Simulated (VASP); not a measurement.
## BaTiO3: single point with PBEsol

The system is BaTiO3, a slab with vacuum.

```
Ti O Ba
1.0
     3.96986    0.00000    0.00000
     0.00000    3.96986    0.00000
     0.00000    0.00000   16.92472
Ti O Ba
3 9 3
Direct
  0.50000 0.50000 0.20680
  0.50000 0.50000 0.44136
  0.50000 0.50000 0.67592
  0.50000 0.00000 0.20680
  0.00000 0.50000 0.20680
  0.50000 0.50000 0.32408
  0.50000 0.00000 0.44136
  0.00000 0.50000 0.44136
  0.50000 0.50000 0.55864
  0.50000 0.00000 0.67592
  0.00000 0.50000 0.67592
  0.50000 0.50000 0.79320
  0.00000 0.00000 0.32408
  0.00000 0.00000 0.55864
  0.00000 0.00000 0.79320
```

```
Program                : VASP 6.6.1
Task                   : single point
Functional             : PBEsol
Potentials or basis    : VASP PAW PBE potentials, release 64 (Ti_sv, O, Ba_sv)
Cutoff                 : 520 eV
k mesh                 : 7 × 7 × 1
Occupations            : gaussian, width 0.05 eV
Spin                   : no spin polarisation
Dipole correction      : yes
Further INCAR settings : ALGO = Normal; EDIFF = 1e-06; NBANDS = 73; NELMDL = -8
```

```yaml
Largest_force: 2.273 eV/Å
Band_gap_on_the_k_mesh: 0.98 eV (least direct gap 1.56 eV)
```

Forces on the atoms (eV/Å):
```
Ti   0.000  0.000  2.273
Ti   0.000  0.000  0.172
Ti   0.000  0.000  1.080
O    0.000  0.000 -0.503
O    0.000  0.000 -0.503
O    0.000  0.000 -0.876
O    0.000  0.000  0.065
O    0.000  0.000  0.065
O    0.000  0.000 -0.277
O    0.000  0.000  0.162
O    0.000  0.000  0.162
O    0.000  0.000 -0.373
Ba   0.000  0.000 -0.776
Ba   0.000  0.000 -0.153
Ba   0.000  0.000 -0.519
```

Levels at points of the mesh, in eV from the valence-band top:
| k point | band 56 | band 57 | band 58 | band 59 | band 60 | band 61 | band 62 | band 63 | band 64 | band 65 |
| --- | --- | --- | --- | --- | --- | --- | --- | --- | --- | --- |
| (0.00, 0.00, 0.00) | -1.33 | -1.04 | -1.04 | -0.58 | -0.58 | 0.98 | 1.07 | 1.19 | 1.19 | 1.45 |

It took 19 min on 1 thread of AMD EPYC 7R13 (shared host), peak memory 0.39 GiB.

Caveat: the PAW data sets were made with another functional, which shifts forces and pressure a little; spin-orbit coupling is left out, which moves the levels of the heavy elements.
